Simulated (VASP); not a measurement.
# SiNi (Pmmn) in VASP: a series of runs

The runs below take SiNi through single point, with PBE.

All numbers are computed with VASP 6.6.1; they aren't measurements. Logs are shortened: lines on timing, memory, paths and dates and some standing lists are left out, and cuts for length are marked.

## 1. The cell of the first run

It takes space group Pmmn (No. 59, orthorhombic). Conventional cell: a = 3.055 Å, b = 3.258 Å, c = 4.709 Å, α = 90.00°, β = 90.00°, γ = 90.00°. Si (site symmetry mm2) has 6 Ni at 2.35 to 2.40 Å and 6 Si at 2.68 to 3.06 Å within 3.1 Å. Ni (site symmetry mm2) has 6 Si at 2.35 to 2.40 Å and 6 Ni at 2.68 to 3.06 Å within 3.1 Å.

## 2. Single point, PBE

Input file INCAR:

```
SYSTEM = SiNi
PREC = Accurate
ENCUT = 520
EDIFF = 1E-7
ISMEAR = 0
SIGMA = 0.1
LREAL = .False.
LASPH = .True.
NELM = 80
ALGO = Normal
ISIF = 2
LWAVE = .False.
LCHARG = .False.
GGA = PE
NBANDS = 22
```

Input file KPOINTS:

```
Automatic mesh
0
Gamma
  14 12 10
  0 0 0
```

Input file POSCAR:

```
SiNi
1.0
    3.0552835513      0.0000000000      0.0000000000
    0.0000000000      3.2583147497      0.0000000000
    0.0000000000      0.0000000000      4.7093899711
Si Ni
2 2
Direct
    0.5000000000      0.5000000000      0.8431827248
    0.0000000000      0.0000000000      0.1568172752
    0.5000000000      0.5000000000      0.3423059830
    0.0000000000      0.0000000000      0.6576940170
```

Potentials or basis: VASP PAW PBE potentials, release 64 (Si, Ni).

The run is started by

```
> cat potpaw_PBE.64/Si/POTCAR potpaw_PBE.64/Ni/POTCAR > POTCAR
> mpirun -np 1 vasp_std > vasp.out
```

OUTCAR:

```text
SYSTEM = SiNi
   PREC = Accurate
   ENCUT = 520
   EDIFF = 1E-7
   ISMEAR = 0
   LREAL = .False.
   LASPH = .True.
   NELM = 80
   ISIF = 2
   GGA = PE

 ion  position               nearest neighbor table
   1  0.500  0.500  0.843-   3 2.35   3 2.36   4 2.40   4 2.40   4 2.40   4 2.40   2 2.68   2 2.68
                             2 2.68   2 2.68
   2  0.000  0.000  0.157-   4 2.35   4 2.36   3 2.40   3 2.40   3 2.40   3 2.40   1 2.68   1 2.68
                             1 2.68   1 2.68
   3  0.500  0.500  0.342-   1 2.35   1 2.36   2 2.40   2 2.40   2 2.40   2 2.40   4 2.68   4 2.68
                             4 2.68   4 2.68
   4  0.000  0.000  0.658-   2 2.35   2 2.36   1 2.40   1 2.40   1 2.40   1 2.40   3 2.68   3 2.68
                             3 2.68   3 2.68

  LATTYP: Found a simple orthorhombic cell.
 ALAT       =     3.0552835513
 B/A-ratio  =     1.0664524896
 C/A-ratio  =     1.5413921137

  Lattice vectors:

 A1 = (   3.0552835513,   0.0000000000,   0.0000000000)
 A2 = (   0.0000000000,   3.2583147497,   0.0000000000)
 A3 = (   0.0000000000,   0.0000000000,   4.7093899711)

Analysis of symmetry for initial positions (statically):
=====================================================================
 Subroutine PRICEL returns:
 Original cell was already a primitive cell.

 Routine SETGRP: Setting up the symmetry group for a
 simple orthorhombic supercell.

 Subroutine GETGRP returns: Found  8 space group operations
 (whereof  4 operations were pure point group operations)
 out of a pool of  8 trial point group operations.

The static configuration has the point symmetry C_2v.
 The point group associated with its full space group is D_2h.

Analysis of symmetry for dynamics (positions and initial velocities):
=====================================================================
 Subroutine PRICEL returns:
 Original cell was already a primitive cell.

 Routine SETGRP: Setting up the symmetry group for a
 simple orthorhombic supercell.

 Subroutine GETGRP returns: Found  8 space group operations
 (whereof  4 operations were pure point group operations)
 out of a pool of  8 trial point group operations.

The dynamic configuration has the point symmetry C_2v.
 The point group associated with its full space group is D_2h.

 Subroutine INISYM returns: Found  8 space group operations
 (whereof  4 operations are pure point group operations),
 and found     1 'primitive' translations

----------------------------------------------------------------------------------------

                                     Primitive cell

  volume of cell :      46.8823

  direct lattice vectors                    reciprocal lattice vectors
     3.055283551  0.000000000  0.000000000     0.327301864  0.000000000  0.000000000
     0.000000000  3.258314750  0.000000000     0.000000000  0.306907121  0.000000000
     0.000000000  0.000000000  4.709389971     0.000000000  0.000000000  0.212341727

  length of vectors
     3.055283551  3.258314750  4.709389971     0.327301864  0.306907121  0.212341727

  position of ions in fractional coordinates (direct lattice)
     0.500000000  0.500000000  0.843182725
     0.000000000  0.000000000  0.156817275
     0.500000000  0.500000000  0.342305983
     0.000000000  0.000000000  0.657694017

  ion indices of the primitive-cell ions
   primitive index   ion index
                 1           1
                 2           2
                 3           3
                 4           4

----------------------------------------------------------------------------------------

 KPOINTS: Automatic mesh

Automatic generation of k-mesh.
 Grid dimensions read from file:
 generate k-points for:   14   12   10

 Generating k-lattice:

  Cartesian coordinates                     Fractional coordinates (reciprocal lattice)
     0.023378705  0.000000000  0.000000000     0.071428571  0.000000000  0.000000000
     0.000000000  0.025575593  0.000000000     0.000000000  0.083333333  0.000000000
     0.000000000  0.000000000  0.021234173     0.000000000  0.000000000  0.100000000

  Length of vectors
     0.023378705  0.025575593  0.021234173

  Shift w.r.t. Gamma in fractional coordinates (k-lattice)
     0.000000000  0.000000000  0.000000000

 Subroutine IBZKPT returns following result:
 ===========================================

 Found    336 irreducible k-points:

 Following reciprocal coordinates:
            Coordinates               Weight
  0.000000  0.000000  0.000000      1.000000
  0.071429  0.000000  0.000000      2.000000
  0.142857  0.000000  0.000000      2.000000
  0.214286  0.000000  0.000000      2.000000
  0.285714  0.000000  0.000000      2.000000
  0.357143  0.000000  0.000000      2.000000
[... 16 lines left out ...]
  0.428571  0.166667  0.000000      4.000000
  0.500000  0.166667  0.000000      2.000000
 [... further k-points ...]
   k-points           NKPTS =    336   k-points in BZ     NKDIM =    336   number of bands    NBANDS=     22
   number of dos      NEDOS =    301   number of ions     NIONS =      4
   total plane-waves  NPLWV =  20736
   dimension x,y,z NGX =    24 NGY =   24 NGZ =   36
   dimension x,y,z NGXF=    48 NGYF=   48 NGZF=   72
   ions per type =               2   2
   NGX,Y,Z   is equivalent  to a cutoff of  13.06, 12.25, 12.71 a.u.
   NGXF,Y,Z  is equivalent  to a cutoff of  26.12, 24.49, 25.42 a.u.
 SYSTEM =  SiNi
   PREC   = accura    normal or accurate (medium, high low for compatibility)
   ISTART =      0    job   : 0-new  1-cont  2-samecut
   ICHARG =      2    charge: 1-file 2-atom 10-const
   ISPIN  =      1    spin polarized calculation?
   LNONCOLLINEAR =      F non collinear calculations
   LSORBIT =      F    spin-orbit coupling
   LASPH  =      T    aspherical Exc in radial PAW
   ENCUT  =  520.0 eV  38.22 Ry    6.18 a.u.   5.68  6.06  8.76*2*pi/ulx,y,z
   NELM   =     80;   NELMIN=  2; NELMDL= -5     # of ELM steps
   EDIFF  = 0.1E-06   stopping-criterion for ELM
   LREAL  =      F    real-space projection
   EDIFFG = 0.1E-05   stopping-criterion for IOM
   NSW    =      0    number of steps for IOM
   IBRION =     -1    ionic relax: 0-MD 1-quasi-New 2-CG
   NFREE  =      0    steps in history (QN), initial steepest desc. (CG)
   ISIF   =      2    stress and relaxation
   ISYM   =      2    0-nonsym 1-usesym 2-fastsym
   POTIM  = 0.5000    time-step for ionic-motion
   TEBEG  =    0.0;   TEEND  =   0.0 temperature during run
   PSTRESS=    0.0 pullay stress
   NELECT =      28.0000    total number of electrons
   NUPDOWN=      -1.0000    fix difference up-down
   EMIN   =  10.00;   EMAX   =-10.00  energy-range for DOS
   EFERMI =   0.00;   METHOD = LEGACY
   ISMEAR =     0;   SIGMA  =   0.10  broadening in eV -4-tet -1-fermi 0-gaus
   EFERMI_NEDOS =   21; number of points for ismear=-14 and -15
   IALGO  =     38    algorithm
   IMIX   =      4    mixing-type and parameters
     AMIX     =   0.40;   BMIX     =  1.00
     AMIX_MAG =   1.60;   BMIX_MAG =  1.00
  volume/ion in A,a.u.               =      11.72        79.09
  Fermi-wavevector in a.u.,A,eV,Ry     =   1.378662  2.605293 25.860711  1.900709
  Thomas-Fermi vector in A             =   2.503703
   LORBIT       =      0    0 simple, 1 ext, 2 COOP (PROOUT), +10 PAW based schemes
   GGA     = PE    functional components
   LHFCALC =     F    Hartree Fock is set to
   AEXX    =    0.0000 exact exchange contribution
   IVDW    =     0    specifies the selected vdW correction
   LEPSILON=     F    determine dielectric tensor
   LRPA    =     F    only Hartree local field effects (RPA)
 non-spin polarized calculation
 Gauss-broadening in eV      SIGMA  =   0.10
  energy-cutoff  :      520.00
  volume of cell :       46.88
 maximum number of plane-waves:      1280
 NGX is ok and might be reduce to    24
   NGX = 11   NGY = 13   NGZ = 17

 number of electron      28.0000024 magnetization

 Free energy of the ion-electron system (eV)
  ---------------------------------------------------
  ext. energy  EPLUGINS =         0.00000000
  ---------------------------------------------------
  free energy    TOTEN  =       -23.61413656 eV

  energy without entropy =      -23.60872303  energy(sigma->0) =      -23.61142979

 E-fermi :  11.1434     XC(G=0): -12.4190

 val. band max:       11.1420870020   @ k =   0.5000   0.3333   0.4000
 cond. band min:      11.1639688953   @ k =   0.3571   0.5000   0.4000
 fundamental gap:      0.0218818933
 Fermi energy:        11.1434414822

 k-point     1 :       0.0000    0.0000    0.0000
  band No.  band energies     occupation
      1      -2.6127      2.00000
      2       3.1252      2.00000
      3       4.7791      2.00000
      4       7.0887      2.00000
      5       7.6975      2.00000
      6       8.1526      2.00000
[... 14 lines left out ...]
     21      19.4552      0.00000
     22      20.3404      0.00000

 k-point     2 :       0.0714    0.0000    0.0000
  band No.  band energies     occupation
      1      -2.5331      2.00000
      2       3.1823      2.00000
      3       4.8429      2.00000
      4       7.0567      2.00000
      5       7.7249      2.00000
      6       8.1107      2.00000
[... 14 lines left out ...]
     21      19.5433      0.00000
     22      20.3774      0.00000

 k-point     3 :       0.1429    0.0000    0.0000
  band No.  band energies     occupation
      1      -2.2951      2.00000
      2       3.3437      2.00000
      3       5.0305      2.00000
      4       6.8466      2.00000
      5       7.8026      2.00000
      6       7.9978      2.00000
[... 14 lines left out ...]
     21      19.8063      0.00000
     22      20.4846      0.00000
[... 476 lines left out ...]
 k-point    23 :       0.4286    0.1667    0.0000
  band No.  band energies     occupation
      1       0.5017      2.00000
      2       2.4142      2.00000
      3       5.7743      2.00000
      4       6.6102      2.00000
      5       6.7936      2.00000
      6       7.0633      2.00000
[... 14 lines left out ...]
     21      19.2718      0.00000
     22      20.2161      0.00000

 k-point    24 :       0.5000    0.1667    0.0000
  band No.  band energies     occupation
      1       1.4252      2.00000
      2       1.4252      2.00000
      3       6.2473      2.00000
      4       6.2473      2.00000
      5       6.9165      2.00000
      6       6.9165      2.00000
[... 14 lines left out ...]
     21      19.7950      0.00000
     22      19.7950      0.00000

 [... further k-points ...]
[... 5 lines left out ...]
  --------------------------------------------------------------------------------------
  -------------------------------------------------------------------------------------
  Total       -0.0089070     -0.0074433      0.0568801      0.0000000      0.0000000      0.0000000
  in kB       -0.3043917     -0.2543697      1.9438453      0.0000000      0.0000000      0.0000000
  external PRESSURE =       0.4616946 kB  Pullay stress =       0.0000000 kB

 VOLUME and BASIS-vectors are now :
 -----------------------------------------------------------------------------
  energy-cutoff  :      520.00
  volume of cell :       46.88
      direct lattice vectors                 reciprocal lattice vectors
     3.055283551  0.000000000  0.000000000     0.327301864  0.000000000  0.000000000
     0.000000000  3.258314750  0.000000000     0.000000000  0.306907121  0.000000000
     0.000000000  0.000000000  4.709389971     0.000000000  0.000000000  0.212341727

 POSITION                                       TOTAL-FORCE (eV/Angst)
 -----------------------------------------------------------------------------------
      1.52764      1.62916      3.97088         0.000000      0.000000      0.002329
      0.00000      0.00000      0.73851         0.000000      0.000000     -0.002329
      1.52764      1.62916      1.61205         0.000000      0.000000      0.008660
      0.00000      0.00000      3.09734         0.000000      0.000000     -0.008660
 -----------------------------------------------------------------------------------
    total drift:                                0.000000     -0.000000      0.000000

  FREE ENERGIE OF THE ION-ELECTRON SYSTEM (eV)
  ---------------------------------------------------
  free  energy   TOTEN  =       -23.6141365554 eV

  energy  without entropy=      -23.6087230338  energy(sigma->0) =      -23.61142979
```

It took 6.4 min on 1 thread of Intel Xeon 8259CL, shared host; peak memory 0.39 GiB.

Results:

```yaml
Free_energy: -23.6141 eV
Pressure: 0.0 GPa
Largest_force: 0.009 eV/Å
Band_gap_on_the_k_mesh: zero (band 14 reaches 13.27 eV, above the bottom of band 15 at 10.69 eV)
```

Forces in eV/Å, atoms in the order of the input:
```
Si   0.000  0.000  0.002
Si   0.000  0.000 -0.002
Ni   0.000  0.000  0.009
Ni   0.000  0.000 -0.009
```

Stress tensor (GPa, compression positive):
```
-0.03  0.00  0.00
 0.00 -0.03  0.00
 0.00  0.00  0.19
```

## 3. Single point, PBE

Input file INCAR:

```
  PREC = Accurate
  ENCUT = 520
  EDIFF = 1E-6
  ISMEAR = 0
  SIGMA = 0.15
  LREAL = False
  LASPH = True
  NELM = 100
  ALGO = Normal
  ISIF = 2
  LWAVE = False
  LCHARG = False
  GGA = PE
  NBANDS = 22
```

Input file KPOINTS:

```
regular mesh
0
Gamma
  12 10 8
```

Input file POSCAR:

```
SiNi
1.0
    3.0552835571      0.0000000000      0.0000000000
    0.0000000000      3.2583147393      0.0000000000
    0.0000000000      0.0000000000      4.7093899656
Si Ni
2 2
Direct
    0.5000000000      0.5000000000      0.8431827246
    0.0000000000      0.0000000000      0.1568172754
    0.5000000000      0.5000000000      0.3423059810
    0.0000000000      0.0000000000      0.6576940190
```

Potentials or basis: VASP PAW PBE potentials, release 64 (Si, Ni).

The run is started by

```
> cat potpaw_PBE.64/Si/POTCAR potpaw_PBE.64/Ni/POTCAR > POTCAR
> mpirun -np 1 vasp_std > vasp.out
```

Wall time 99 s (1 thread of Intel Xeon 6975P-C, shared host); peak memory 0.3 GiB.

The run converged. Its results:

| Item | Value |
| --- | --- |
| Free energy | -23.6145 eV |
| Pressure | 0.0 GPa |
| Largest force | 0.010 eV/Å |
| Band gap on the k mesh | zero (band 14 reaches 13.27 eV, above the bottom of band 15 at 10.71 eV) |

Forces in eV/Å, atoms in the order of the input:
```
Si   0.000  0.000  0.005
Si   0.000  0.000 -0.005
Ni   0.000  0.000  0.010
Ni   0.000  0.000 -0.010
```

Stress tensor (GPa, compression positive):
```
-0.67  0.00  0.00
 0.00  0.11  0.00
 0.00  0.00  0.66
```

Levels at points of the mesh, in eV from the Fermi level:
| k point | band 12 | band 13 | band 14 | band 15 | band 16 | band 17 |
| --- | --- | --- | --- | --- | --- | --- |
| (0.00, 0.00, 0.00) | -1.94 | -1.92 | -0.89 | 0.59 | 3.09 | 4.93 |
| (0.50, 0.00, 0.00) | -2.43 | -1.65 | -1.65 | 1.63 | 1.63 | 3.58 |
| (0.00, 0.50, 0.00) | -2.23 | -1.99 | -1.99 | 1.29 | 1.29 | 4.44 |
| (0.50, 0.50, 0.00) | -1.92 | -1.63 | -1.63 | 1.48 | 1.48 | 1.98 |
| (0.00, 0.00, 0.50) | -1.99 | 1.34 | 2.13 | 2.25 | 2.36 | 2.69 |
| (0.50, 0.00, 0.50) | -2.09 | -1.48 | -1.48 | 3.84 | 3.84 | 5.37 |
| (0.00, 0.50, 0.50) | -1.98 | -1.85 | -1.85 | 4.83 | 4.83 | 5.34 |
| (0.50, 0.50, 0.50) | -1.93 | -1.58 | -1.58 | -0.36 | -0.36 | 0.94 |

Spin polarisation is off, so any magnetic state and its effect on volume and gap are missing.
